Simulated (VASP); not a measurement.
Runs of VASP 6.6.1 on CuO. The structure is that of space group P4/nmm (No. 129), or close to it. The cells are those of the table. 

```tsv
level	potentials or basis	U	cell	k mesh	cutoff (eV)	second run	gap on the mesh (eV)	pressure (GPa)	largest force (eV/Å)
PBEsol	VASP PAW PBE potentials, release 64 (Cu, O)	-	a = 3.175, b = 3.175, c = 4.650 Å, 4 atoms	8 × 8 × 6	520	-	none	10.5	1.24
PBE	VASP PAW PBE potentials, release 64 (Cu, O)	-	a = 3.175, b = 3.175, c = 4.650 Å, 4 atoms	11 × 11 × 8	520	-	none	17.5	0.82
revPBE	VASP PAW PBE potentials, release 64 (Cu_sv_GW, O)	-	a = 3.175, b = 3.175, c = 4.650 Å, 4 atoms	5 × 5 × 4	700	valence_matched	none	(a)	0.71
PBE	VASP PAW PBE potentials, release 64 (Cu, O)	-	a = 3.217, b = 3.217, c = 4.711 Å, 4 atoms	8 × 8 × 6	520	-	none	10.8	1.27
PBE	VASP PAW PBE potentials, release 64 (Cu, O)	-	a = 3.175, b = 3.175, c = 4.650 Å, 4 atoms	8 × 8 × 6	520	-	none	17.5	0.82
PBE+U	VASP PAW PBE potentials, release 64 (Cu, O)	Cu d U = 1.0 eV	a = 3.175, b = 3.175, c = 4.650 Å, 4 atoms	8 × 8 × 6	520	-	none	16.0	(c)
PBE	VASP PAW PBE potentials, release 64 (Cu, O)	-	a = 3.175, b = 3.175, c = 4.650 Å, 4 atoms	3 × 3 × 2	520	-	none	17.4	0.93
BLYP	VASP PAW PBE potentials, release 64 (Cu_sv_GW, O)	-	a = 3.175, b = 3.175, c = 4.650 Å, 4 atoms	5 × 5 × 4	700	valence_matched	none	(b)	0.55
```

Alike in all rows: task single point; no spin polarisation; smearing fermi-dirac 0.05 eV.

Task: Fill in the values left out.

Result: (a) 17.9; (b) 20.6; (c) 0.89.

Caveats: some runs use coarse meshes; semilocal functionals often make such compounds metallic where correlation or magnetic order opens a gap, which also shifts bond lengths (some runs); the PAW data sets were made with another functional, which shifts forces and pressure a little (some runs); forces of over 1 eV/Å act on the atoms, so gaps and moduli don't describe the material at rest (some runs); U without spin polarisation on a metal has little footing (some runs).

A gap of «none» marks levels without a gap at the run's occupations.

The runs don't all hold the same shells in valence.
